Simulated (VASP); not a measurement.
# H6C2O in VASP: further runs

The runs below take H6C2O through single point, relaxation of the atoms, with PBE+D3(BJ).

Everything below comes from runs of VASP 6.6.1. Logs are shortened: lines on timing, memory, paths and dates and some standing lists are left out, and cuts for length are marked.

**1. The cell of the first run**

The cell holds a disordered packing, 36 atoms: a = 7.960 Å, b = 7.960 Å, c = 7.960 Å, α = 90.00°, β = 90.00°, γ = 90.00°.

**2. Single point, PBE+D3(BJ)**

Contents of INCAR:

```
SYSTEM = H6C2O
  PREC = Accurate
  ENCUT = 520
  EDIFF = 1E-6
  ISMEAR = -1
  SIGMA = 0.002
  LREAL = Auto
  LASPH = .True.
  NELM = 80
  ALGO = Normal
  ISIF = 2
  LWAVE = .False.
  LCHARG = .False.
  GGA = PE
  IVDW = 12
  NBANDS = 64
```

Contents of KPOINTS:

```
regular mesh
0
Gamma
  1 1 1
  0 0 0
```

Contents of POSCAR:

```
H6C2O
1.0
    7.9602190000      0.0000000000      0.0000000000
    0.0000000000      7.9602190000      0.0000000000
    0.0000000000      0.0000000000      7.9602190000
C O H
8 4 24
Direct
    0.9368460843      0.4869464019      0.0222104442
    0.7778806086      0.5574344123     -0.0359537847
    0.4594094710      0.5232519357      0.4821098515
    0.3490984356      0.3982804996      0.3968986280
    0.5318195391      0.0043968640      0.8057944134
    0.6772803613      0.1171701432      0.8595366535
    0.1375339045      0.8826641579      0.3474778772
   -0.0001381872      1.0096204640      0.3043886104
    0.6451455670      0.4996721824      0.0704000732
    0.2470283795      0.3219132539      0.5220836261
    0.8276531085      0.0109293475      0.9007038625
   -0.1595935991      0.9423986953      0.3608443436
    0.5414172650      0.5520199884      0.0253133739
    0.7874783345      0.6922799486     -0.0326875429
    0.7577052842      0.5313798527     -0.1702716973
    1.0306500361      0.5291186084     -0.0653876483
    0.9695964395      0.5278372366      0.1456995090
    0.9595841521      0.3522390527      0.0303760487
    0.1820929801      0.2366015307      0.4658037675
    0.2728819396      0.4546734204      0.2947783221
    0.4299253576      0.3031700510      0.3334832873
    0.5317567268      0.5904360169      0.3849140331
    0.3951147575      0.6251335547      0.5541053582
    0.5476984992      0.4526131756      0.5551229181
    0.9045479779      0.0306524230      0.8112842122
    0.7188118819      0.2031351147      0.7529064213
    0.6465525634      0.2116650308      0.9636795169
    0.4076269761      0.0739175643      0.8170629476
    0.5494069950     -0.0597596624      0.6829209096
    0.5261413034     -0.1024846176      0.8952894386
   -0.2197426980      0.9162059486      0.2587994124
    0.0137935904      1.1322301560      0.3669371408
   -0.0160925221      1.0440416275      0.1828216033
    0.2595657230      0.9236303675      0.3008836817
    0.1470060057      0.8631546444      0.4887553973
    0.1019193065      0.7723782474      0.2780953640
```

Potentials or basis: VASP PAW PBE potentials, release 64 (C, O, H).

Started as:

```console
$ cat potpaw_PBE.64/C/POTCAR potpaw_PBE.64/O/POTCAR potpaw_PBE.64/H/POTCAR > POTCAR
$ mpirun -np 1 vasp_gam > vasp.out
```

OUTCAR:

```text
SYSTEM = H6C2O
   PREC = Accurate
   ENCUT = 520
   EDIFF = 1E-6
   ISMEAR = -1
   LREAL = Auto
   LASPH = .True.
   NELM = 80
   ISIF = 2
   GGA = PE
   IVDW = 12
 IVDW          = 12

 ion  position               nearest neighbor table
   1  0.937  0.487  0.022-  17 1.07  16 1.08  18 1.09   2 1.46
   2  0.778  0.557  0.964-  14 1.08  15 1.10   9 1.43   1 1.46
   3  0.459  0.523  0.482-  24 1.07  22 1.10  23 1.12   4 1.49
   4  0.349  0.398  0.397-  20 1.11  21 1.11  10 1.42   3 1.49
   5  0.532  0.004  0.806-  30 1.11  29 1.11  28 1.14   6 1.53
   6  0.677  0.117  0.860-  26 1.14  27 1.15  11 1.50   5 1.53
   7  0.138  0.883  0.347-  36 1.08  34 1.09  35 1.14   8 1.53
   8  1.000  0.010  0.304-  33 1.01  32 1.10  12 1.45   7 1.53
   9  0.645  0.500  0.070-  13 0.99   2 1.43
  10  0.247  0.322  0.522-  19 0.96   4 1.42
  11  0.828  0.011  0.901-  25 0.95   6 1.50
  12  0.840  0.942  0.361-  31 0.97   8 1.45
  13  0.541  0.552  0.025-   9 0.99
  14  0.787  0.692  0.967-   2 1.08
  15  0.758  0.531  0.830-   2 1.10
  16  0.031  0.529  0.935-   1 1.08
  17  0.970  0.528  0.146-   1 1.07
  18  0.960  0.352  0.030-   1 1.09
[... 16 lines left out ...]
  35  0.147  0.863  0.489-   7 1.14
  36  0.102  0.772  0.278-   7 1.08

  LATTYP: Found a simple cubic cell.
 ALAT       =     7.9602190000

  Lattice vectors:

 A1 = (   7.9602190000,   0.0000000000,   0.0000000000)
 A2 = (   0.0000000000,   7.9602190000,   0.0000000000)
 A3 = (   0.0000000000,   0.0000000000,   7.9602190000)

Analysis of symmetry for initial positions (statically):
=====================================================================
 Subroutine PRICEL returns:
 Original cell was already a primitive cell.

 Routine SETGRP: Setting up the symmetry group for a
 simple cubic supercell.

 Subroutine GETGRP returns: Found  1 space group operations
 (whereof  1 operations were pure point group operations)
 out of a pool of 48 trial point group operations.

The static configuration has the point symmetry C_1 .

Analysis of symmetry for dynamics (positions and initial velocities):
=====================================================================
 Subroutine PRICEL returns:
 Original cell was already a primitive cell.

 Routine SETGRP: Setting up the symmetry group for a
 simple cubic supercell.

 Subroutine GETGRP returns: Found  1 space group operations
 (whereof  1 operations were pure point group operations)
 out of a pool of 48 trial point group operations.

The dynamic configuration has the point symmetry C_1 .

 Subroutine INISYM returns: Found  1 space group operations
 (whereof  1 operations are pure point group operations),
 and found     1 'primitive' translations

----------------------------------------------------------------------------------------

                                     Primitive cell

  volume of cell :     504.4000

  direct lattice vectors                    reciprocal lattice vectors
     7.960219000  0.000000000  0.000000000     0.125624684  0.000000000  0.000000000
     0.000000000  7.960219000  0.000000000     0.000000000  0.125624684  0.000000000
     0.000000000  0.000000000  7.960219000     0.000000000  0.000000000  0.125624684

  length of vectors
     7.960219000  7.960219000  7.960219000     0.125624684  0.125624684  0.125624684

  position of ions in fractional coordinates (direct lattice)
     0.936846084  0.486946402  0.022210444
     0.777880609  0.557434412  0.964046215
     0.459409471  0.523251936  0.482109851
     0.349098436  0.398280500  0.396898628
     0.531819539  0.004396864  0.805794413
     0.677280361  0.117170143  0.859536654
[... 28 lines left out ...]
     0.147006006  0.863154644  0.488755397
     0.101919307  0.772378247  0.278095364

  ion indices of the primitive-cell ions
   primitive index   ion index
                 1           1
                 2           2
                 3           3
                 4           4
                 5           5
                 6           6
[... 28 lines left out ...]
                35          35
                36          36

----------------------------------------------------------------------------------------

 KPOINTS: regular mesh

Automatic generation of k-mesh.
 Grid dimensions read from file:
 generate k-points for:    1    1    1

 Generating k-lattice:

  Cartesian coordinates                     Fractional coordinates (reciprocal lattice)
     0.125624684  0.000000000  0.000000000     1.000000000  0.000000000  0.000000000
     0.000000000  0.125624684  0.000000000     0.000000000  1.000000000  0.000000000
     0.000000000  0.000000000  0.125624684     0.000000000  0.000000000  1.000000000

  Length of vectors
     0.125624684  0.125624684  0.125624684

  Shift w.r.t. Gamma in fractional coordinates (k-lattice)
     0.000000000  0.000000000  0.000000000

 Subroutine IBZKPT returns following result:
 ===========================================

 Found      1 irreducible k-points:

 Following reciprocal coordinates:
            Coordinates               Weight
  0.000000  0.000000  0.000000      1.000000
   k-points           NKPTS =      1   k-points in BZ     NKDIM =      1   number of bands    NBANDS=     64
   number of dos      NEDOS =    301   number of ions     NIONS =     36
   total plane-waves  NPLWV = 216000
   dimension x,y,z NGX =    60 NGY =   60 NGZ =   60
   dimension x,y,z NGXF=   120 NGYF=  120 NGZF=  120
   ions per type =               8   4  24
   NGX,Y,Z   is equivalent  to a cutoff of  12.53, 12.53, 12.53 a.u.
   NGXF,Y,Z  is equivalent  to a cutoff of  25.06, 25.06, 25.06 a.u.
 SYSTEM =  H6C2O
   PREC   = accura    normal or accurate (medium, high low for compatibility)
   ISTART =      0    job   : 0-new  1-cont  2-samecut
   ICHARG =      2    charge: 1-file 2-atom 10-const
   ISPIN  =      1    spin polarized calculation?
   LNONCOLLINEAR =      F non collinear calculations
   LSORBIT =      F    spin-orbit coupling
   LASPH  =      T    aspherical Exc in radial PAW
   ENCUT  =  520.0 eV  38.22 Ry    6.18 a.u.  14.80 14.80 14.80*2*pi/ulx,y,z
   NELM   =     80;   NELMIN=  2; NELMDL= -5     # of ELM steps
   EDIFF  = 0.1E-05   stopping-criterion for ELM
   LREAL  =      T    real-space projection
   EDIFFG = 0.1E-04   stopping-criterion for IOM
   NSW    =      0    number of steps for IOM
   IBRION =     -1    ionic relax: 0-MD 1-quasi-New 2-CG
   NFREE  =      0    steps in history (QN), initial steepest desc. (CG)
   ISIF   =      2    stress and relaxation
   ISYM   =      2    0-nonsym 1-usesym 2-fastsym
   POTIM  = 0.5000    time-step for ionic-motion
   TEBEG  =    0.0;   TEEND  =   0.0 temperature during run
   PSTRESS=    0.0 pullay stress
   NELECT =      80.0000    total number of electrons
   NUPDOWN=      -1.0000    fix difference up-down
   EMIN   =  10.00;   EMAX   =-10.00  energy-range for DOS
   EFERMI =   0.00;   METHOD = LEGACY
   ISMEAR =    -1;   SIGMA  =   0.00  broadening in eV -4-tet -1-fermi 0-gaus
   EFERMI_NEDOS =   21; number of points for ismear=-14 and -15
   IALGO  =     38    algorithm
   IMIX   =      4    mixing-type and parameters
     AMIX     =   0.40;   BMIX     =  1.00
     AMIX_MAG =   1.60;   BMIX_MAG =  1.00
  volume/ion in A,a.u.               =      14.01        94.55
  Fermi-wavevector in a.u.,A,eV,Ry     =   0.886162  1.674603 10.684426  0.785283
  Thomas-Fermi vector in A             =   2.007292
   LORBIT       =      0    0 simple, 1 ext, 2 COOP (PROOUT), +10 PAW based schemes
   GGA     = PE    functional components
   LHFCALC =     F    Hartree Fock is set to
   AEXX    =    0.0000 exact exchange contribution
   IVDW    =    12    specifies the selected vdW correction
   LEPSILON=     F    determine dielectric tensor
   LRPA    =     F    only Hartree local field effects (RPA)
 non-spin polarized calculation
  energy-cutoff  :      520.00
  volume of cell :      504.40
 maximum number of plane-waves:      6807
 NGX is ok and might be reduce to    60
   NGX = 29   NGY = 29   NGZ = 29

 number of electron      80.0000003 magnetization

 Free energy of the ion-electron system (eV)
  ---------------------------------------------------
  ext. energy  EPLUGINS =         0.00000000
  ---------------------------------------------------
  free energy    TOTEN  =      -186.87233486 eV

  energy without entropy =     -186.87233486  energy(sigma->0) =     -186.87233486

 E-fermi :  -3.6352     XC(G=0):  -5.5289

 val. band max:       -3.7478844225   @ k =   0.0000   0.0000   0.0000
 cond. band min:       0.7481002133   @ k =   0.0000   0.0000   0.0000
 fundamental gap:      4.4959846358
 Fermi energy:        -3.6352440520

 k-point     1 :       0.0000    0.0000    0.0000
  band No.  band energies     occupation
      1     -23.1400      2.00000
      2     -23.1333      2.00000
      3     -22.9874      2.00000
      4     -22.8582      2.00000
      5     -16.4889      2.00000
      6     -16.2113      2.00000
[... 44 lines left out ...]
     51       4.1556      0.00000
     52       4.4235      0.00000
 [bands above 52 left out]

------------------------ aborting loop because EDIFF is reached ----------------------------------------

 Edisp (eV)   -1.00996

 E8    (eV) :    -0.2214

  FORCE on cell =-STRESS in cart. coord.  units (eV):
  Direction    XX          YY          ZZ          XY          YZ          ZX
  --------------------------------------------------------------------------------------
  -------------------------------------------------------------------------------------
  Total       3.19118    -1.08111     1.55054     3.99563    -0.27425     0.15836
  in kB      10.13646    -3.43403     4.92514    12.69172    -0.87112     0.50302
  external pressure =        3.88 kB  Pullay stress =        0.00 kB

 VOLUME and BASIS-vectors are now :
 -----------------------------------------------------------------------------
  energy-cutoff  :      520.00
  volume of cell :      504.40
      direct lattice vectors                 reciprocal lattice vectors
     7.960219000  0.000000000  0.000000000     0.125624684  0.000000000  0.000000000
     0.000000000  7.960219000  0.000000000     0.000000000  0.125624684  0.000000000
     0.000000000  0.000000000  7.960219000     0.000000000  0.000000000  0.125624684

 POSITION                                       TOTAL-FORCE (eV/Angst)
 -----------------------------------------------------------------------------------
      7.45750      3.87620      0.17680         1.447114     -0.686889      0.021569
      6.19210      4.43730      7.67402        -0.699750     -0.302060     -0.411572
      3.65700      4.16520      3.83770         0.132545      1.347100     -0.730196
      2.77890      3.17040      3.15940        -0.052749     -0.177953     -0.632976
      4.23340      0.03500      6.41430        -0.647463     -0.096874      0.715041
      5.39130      0.93270      6.84210         0.952987      0.861773     -0.735853
[... 28 lines left out ...]
      1.17020      6.87090      3.89060        -0.207492     -0.070325     -1.237407
      0.81130      6.14830      2.21370         0.060381     -0.989151      0.070137
 -----------------------------------------------------------------------------------
    total drift:                                0.012895      0.000380      0.006890

  FREE ENERGIE OF THE ION-ELECTRON SYSTEM (eV)
  ---------------------------------------------------
  free  energy   TOTEN  =      -187.8822992389 eV

  energy  without entropy=     -187.8822992389  energy(sigma->0) =     -187.88229924
```

Run time: 72 s. Hardware: 1 thread of Intel Xeon Platinum 8259CL at 2.50GHz (Skylake/Cascade Lake), shared host; peak memory 0.44 GiB.

What came out:

- Free energy: -187.8823 eV
- Pressure: 0.4 GPa
- Largest force: 3.649 eV/Å
- Band gap on the k mesh: 4.50 eV
- Dispersion energy per atom: -0.028 eV

Forces in eV/Å, atoms in the order of the input:
```
C    1.447 -0.687  0.022
C   -0.700 -0.302 -0.412
C    0.133  1.347 -0.730
C   -0.053 -0.178 -0.633
C   -0.647 -0.097  0.715
C    0.953  0.862 -0.736
C   -0.168  1.059  0.597
C   -0.136 -0.601  3.597
O   -1.315  0.416 -0.472
O   -0.144  0.004  0.294
O   -1.623  0.693  0.868
O    0.051  0.153  0.165
H    0.572 -0.465  0.484
H    0.000  1.014  0.205
H   -0.298 -0.459 -0.118
H    0.836  0.411 -0.348
H    0.214  0.710  0.971
H   -0.777 -0.602 -0.372
H   -0.363 -0.418 -0.044
H   -0.143  0.111  0.190
H   -0.085  0.118  0.160
H    0.133 -0.110  0.041
H    0.017 -0.759 -0.074
H    0.592 -0.084  0.882
H    0.675  0.052 -0.687
H   -0.429 -0.645  0.593
H    0.287 -1.328 -0.505
H    0.942 -0.544 -0.449
H   -0.064  0.676  0.165
H   -0.106  0.287  0.078
H   -0.330 -0.145 -0.151
H    0.169  0.062  0.447
H    0.163  0.377 -3.552
H    0.345  0.132 -0.026
H   -0.207 -0.070 -1.237
H    0.060 -0.989  0.070
```

Levels at points of the mesh, in eV from the valence-band top:
```
           k point  band 38  band 39  band 40  band 41  band 42  band 43
(0.00, 0.00, 0.00)    -0.16    -0.06     0.00     4.50     5.41     5.91
```

Caveat: the k points lie up to 0.79 Å⁻¹ apart; the atoms stand as in a frame of molecular dynamics.

**3. Single point, PBE+D3(BJ)**

Contents of INCAR:

```
SYSTEM = H6C2O
PREC     = Accurate       ! precision mode
ENCUT    = 520            ! plane-wave cutoff, eV
EDIFF    = 1E-6           ! SCF threshold, eV
ISMEAR   = -1             ! smearing method
SIGMA    = 0.002          ! smearing width, eV
LREAL    = Auto         
LASPH    = .True.         ! aspherical terms in the spheres
NELM     = 60             ! most SCF steps
ALGO     = Normal         ! electronic algorithm
ISIF     = 2              ! what is computed and relaxed
LWAVE    = .False.        ! write WAVECAR
LCHARG   = .False.        ! write CHGCAR
GGA      = PE             ! functional
IVDW     = 12             ! dispersion correction
NBANDS   = 64             ! bands
```

Contents of KPOINTS:

```
Automatic mesh
0
Gamma
  1 1 1
  0 0 0
```

Contents of POSCAR:

```
H6C2O
1.0
    7.9602190000      0.0000000000      0.0000000000
    0.0000000000      7.9602190000      0.0000000000
    0.0000000000      0.0000000000      7.9602190000
C O H
8 4 24
Direct
    0.9403761379      0.4722734387      0.0221727568
    0.7782700451      0.5458895038     -0.0392200265
    0.4585300982      0.5385278973      0.4909789542
    0.3745499967      0.3954162568      0.3999136205
    0.5255131800      0.0136051533      0.7935585692
    0.6624440860      0.1247076243      0.8759809246
    0.1416167068      0.8654912635      0.3350159085
    0.0010426849      0.9942188776      0.2910849563
    0.6460626272      0.5140436463      0.0845077252
    0.2490634994      0.3262598680      0.5105135927
    0.8226281212      0.0265444958      0.9105025879
   -0.1652215850      0.9519461713      0.3546007968
    0.5406258295      0.5068956017      0.0297479253
    0.7973901221      0.6807099151     -0.0439309522
    0.7487231193      0.4938557595     -0.1592418500
    1.0345444014      0.5020213640     -0.0714553205
    0.9778122939      0.5444699449      0.1301220481
    0.9283287307      0.3366867168      0.0447098252
    0.2115896560      0.2231094396      0.4596104705
    0.3098407217      0.4452641316      0.2866378425
    0.4638691473      0.2968511293      0.3639723982
    0.5762655525      0.5708385661      0.4263953039
    0.3727661262      0.6504720536      0.5042197960
    0.4923608258      0.5048604819      0.6194804439
    0.8077415961     -0.0700106366      0.8293992917
    0.7047796047      0.2187377006      0.7771394229
    0.6252843044      0.1824949791      1.0010654229
    0.4256038684      0.0928115169      0.7290000438
    0.5800342930     -0.0540186143      0.6835867204
    0.4652510188     -0.0702618860      0.8860057745
   -0.1956730085      0.8450772523      0.2986726873
    0.0289690522      1.1080097168      0.3671130154
   -0.0092459768      1.0198337508      0.1601589102
    0.2672539537      0.9182913184      0.3209208189
    0.1260392459      0.8175026340      0.4698488823
    0.1368932186      0.7485346823      0.2652565212
```

Potentials or basis: VASP PAW PBE potentials, release 64 (C, O, H).

Started as:

```console
$ cat potpaw_PBE.64/C/POTCAR potpaw_PBE.64/O/POTCAR potpaw_PBE.64/H/POTCAR > POTCAR
$ mpirun -np 1 vasp_gam > vasp.out
```

Wall time 71 s (1 thread of Intel Xeon Platinum 8259CL at 2.50GHz (Skylake/Cascade Lake), shared host); peak memory 0.44 GiB.

The run converged. Its results:

* Free energy: -188.0705 eV
* Pressure: -0.9 GPa
* Largest force: 2.284 eV/Å
* Band gap on the k mesh: 4.66 eV
* Dispersion energy per atom: -0.028 eV

Forces in eV/Å, atoms in the order of the input:
```
C   -0.309 -0.033 -0.192
C   -0.295 -0.029  1.371
C   -0.102  0.832  0.114
C   -0.570  0.235  0.131
C   -0.168  0.883 -0.405
C    1.021 -0.171 -0.469
C   -1.023 -0.355  1.399
C    0.262 -0.341  2.243
O    1.404 -0.002  0.357
O    0.130  0.199  0.256
O   -1.809 -0.797 -1.099
O    0.336 -1.061 -0.504
H   -1.049  0.020 -0.674
H   -0.183  0.684 -0.465
H   -0.548 -0.230 -0.980
H    0.462 -0.304 -0.487
H    0.250 -0.121  0.997
H    0.281  0.107  0.085
H   -0.304 -0.413 -0.102
H    0.271 -0.175 -0.062
H    0.209  0.008 -0.116
H   -0.184  0.291 -0.081
H    0.597 -0.614 -0.314
H    0.072 -0.348  0.242
H    0.550  1.052  0.966
H   -0.555 -0.213  1.013
H    0.269 -0.316 -1.175
H    0.607 -0.337  0.822
H   -0.011 -0.130  0.561
H    0.120 -0.064 -0.316
H   -0.054  0.617  0.309
H   -0.047  0.021 -0.619
H    0.152  0.357 -1.123
H    0.169  0.166 -0.045
H    0.162  0.825 -0.954
H   -0.112 -0.240 -0.686
```

Stress tensor (GPa, compression positive):
```
-1.00  0.57  0.36
 0.57 -0.78 -0.15
 0.36 -0.15 -0.94
```

Levels at points of the mesh, in eV from the valence-band top:
```csv
k point,band 38,band 39,band 40,band 41,band 42,band 43
"(0.00, 0.00, 0.00)",-0.09,-0.08,0.00,4.66,5.60,6.06
```

Caveat: the k points lie up to 0.79 Å⁻¹ apart; the atoms stand as in a frame of molecular dynamics.

(Continued in part 2 of 2.)
